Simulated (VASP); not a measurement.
## Re: single point with PBEsol

Crystal: Re.

```
Re
1.0
     2.76080    0.00000    0.00000
    -1.38040    2.39092    0.00000
     0.00000    0.00000    4.45820
Re
2
Direct
  0.66315 0.33308 0.75268
  0.33639 0.66928 0.24807
```

| Property | Result |
| --- | --- |
| Program | VASP 6.6.1 |
| Task | single point |
| Functional | PBEsol |
| Potentials or basis | VASP PAW PBE potentials, release 64 (Re) |
| Cutoff | 520 eV |
| k mesh | 7 × 7 × 4 |
| Occupations | fermi-dirac, width 0.05 eV |
| Spin | no spin polarisation |

```yaml
Pressure: -4.4 GPa
Largest_force: 0.215 eV/Å
Band_gap_on_the_k_mesh: zero (band 7 reaches 8.65 eV, above the bottom of band 8 at 6.03 eV)
```

Forces on the atoms (eV/Å):
```
Re   0.074  0.035  0.198
Re  -0.074 -0.035 -0.198
```

Stress tensor (GPa, compression positive):
```
-5.31 -0.13 -0.11
-0.13 -5.18 -0.05
-0.11 -0.05 -2.66
```

Levels at points of the mesh, in eV from the Fermi level:
```tsv
k point	band 5	band 6	band 7	band 8	band 9	band 10
(0.00, 0.00, 0.00)	-1.56	-0.75	-0.72	0.14	0.25	0.61
(0.00, 0.00, 0.50)	-1.72	-1.71	-1.71	-1.69	2.49	2.53
```

Wall time 23 s on 1 thread of Intel(R) Xeon(R) Platinum 8375C CPU @ 2.90GHz (Ice Lake), with other jobs on the host, peak memory 0.18 GiB.

Caveat: the k points lie up to 0.38 Å⁻¹ apart; the PAW data sets were made with another functional, which shifts forces and pressure a little; spin-orbit coupling is left out, which moves the levels of the heavy elements.
